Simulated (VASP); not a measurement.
I, 1 atom in the cell. Symmetry: C2/m, No. 12, monoclinic system. The conventional cell has a = 5.077 Å, b = 7.413 Å, c = 2.880 Å, α = 90.00°, β = 124.24°, γ = 90.00°. Within 3.8 Å of I (site symmetry 2/m) lie 2 I at 2.88 Å. 

- Program: VASP 6.6.1
- Task: single point
- Functional: PBE
- Potentials or basis: VASP PAW PBE potentials, release 64 (I)
- Cutoff: 500 eV
- k mesh: 4 × 4 × 6
- Occupations: methfessel-paxton, width 0.0061 eV
- Spin: no spin polarisation
- Dipole correction: no
- Further INCAR settings: ALGO = Normal; EDIFF = 1e-06; NBANDS = 10

Potentials or basis: VASP PAW PBE potentials, release 64 (I).

The run is started by

```bash
$ cat potpaw_PBE.64/I/POTCAR > POTCAR
$ mpirun -np 1 vasp_std > vasp.out
```

Hardware: 1 thread of Intel Xeon 8259CL (shared host).

**Question.** Estimate the wall time of this run.

**Answer.** Run time: 28 s on 1 thread of Intel Xeon 8259CL (shared host), peak memory 0.17 GiB. Counts: scf iterations 13, k points 34.
